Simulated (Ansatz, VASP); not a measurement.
**MgC2S2N2 in VASP and in Ansatz**

The input INCAR:

```
SYSTEM = MgC2S2N2
ALGO     = Normal         ! electronic algorithm
EDIFF    = 1E-6           ! SCF threshold, eV
ENCUT    = 520            ! plane-wave cutoff, eV
GGA      = PE             ! functional
ISIF     = 2              ! what is computed and relaxed
ISMEAR   = -1             ! smearing method
ISYM     = 0            
LASPH    = .TRUE.         ! aspherical terms in the spheres
LCHARG   = .FALSE.        ! write CHGCAR
LREAL    = .FALSE.        ! projectors in reciprocal space
LWAVE    = .FALSE.        ! write WAVECAR
NBANDS   = 25             ! bands
NELM     = 80             ! most SCF steps
PREC     = Accurate       ! precision mode
SIGMA    = 0.1            ! smearing width, eV
```

KPOINTS

```
k-points
0
G
  5 5 3
  0 0 0
```

The input POSCAR:

```
MgC2S2N2
1.0
    0.0000000000      3.7811070000      0.0000000000
    5.3705460000     -1.8905530000      0.0000000000
    1.6170750000      0.0000000000     -6.0190230000
Mg C N S
1 2 2 2
Direct
    0.0000000000      0.0000000000      0.0000000000
    0.7586100000      0.5172200000      0.7780000000
    0.2413900000      0.4827800000      0.2220000000
    0.8596300000      0.7192600000      0.8234200000
    0.1403700000      0.2807400000      0.1765800000
    0.6103000000      0.2206000000      0.7332000000
    0.3897000000      0.7794000000      0.2668000000
```

Input for Ansatz:

```yaml
crystal:
  lattice:
    - [0.0, 3.781107, 0.0]
    - [5.370546, -1.890553, 0.0]
    - [1.617075, 0.0, -6.019023]
  atoms:
    - { symbol: Mg, position: [0.0, 0.0, 0.0] }
    - { symbol: C, position: [0.75861, 0.51722, 0.778] }
    - { symbol: C, position: [0.24139, 0.48278, 0.222] }
    - { symbol: "N", position: [0.85963, 0.71926, 0.82342] }
    - { symbol: "N", position: [0.14037, 0.28074, 0.17658] }
    - { symbol: S, position: [0.6103, 0.2206, 0.7332] }
    - { symbol: S, position: [0.3897, 0.7794, 0.2668] }
  symmetry: { detect: false }
kpoints:
  mp_grid: { grid: [5, 5, 3], shift: [0, 0, 0] }
magnetization:
  spin_polarized: false
scf:
  occupations: { method: fermi_dirac }
hamiltonian:
  pseudopotentials: { kind: paw }
  xc: pbe
basis:
  ecutwfc: "500 eV"
  xc_grid: 2
output:
  forces: true
  stress: true
  eigenvalues: true
```

Alike in both runs: task single point; functional PBE; k mesh 5 × 5 × 3; no spin polarisation.

|  | VASP | Ansatz |
| --- | --- | --- |
| version | VASP 6.6.1 | Ansatz 0.2.0 |
| potentials or method | VASP PAW PBE potentials, release 64 (Mg, C, N, S), cutoff 520 eV | PAW plane waves |
| occupations | fermi-dirac, width 0.1 eV | fermi-dirac |
| valence electrons in the cell | 32 | 40 |

Ansatz gave:

| Item | Value |
| --- | --- |
| gap on the k mesh at the Fermi level (eV) | 3.80 |
| pressure (GPa) | -1.0 |
| traceless stress, the component that is largest in VASP (GPa) | -8.03 |
| rms of the force components (eV/Å) | 0.771 |

Q: Which values does VASP return?

A: gap on the k mesh at the Fermi level (eV): 3.82; pressure (GPa): -1.1; traceless stress, the component that is largest in VASP (GPa): -8.01; rms of the force components (eV/Å): 0.704.

Atom by atom the forces differ by 0.163 eV/Å (rms over components). VASP's potentials hold 32 valence electrons a cell and Ansatz's 40, so a difference there can come from the potentials and not from the codes.

Noted on VASP's run: the standard files for N, O and F lose accuracy on very short bonds.
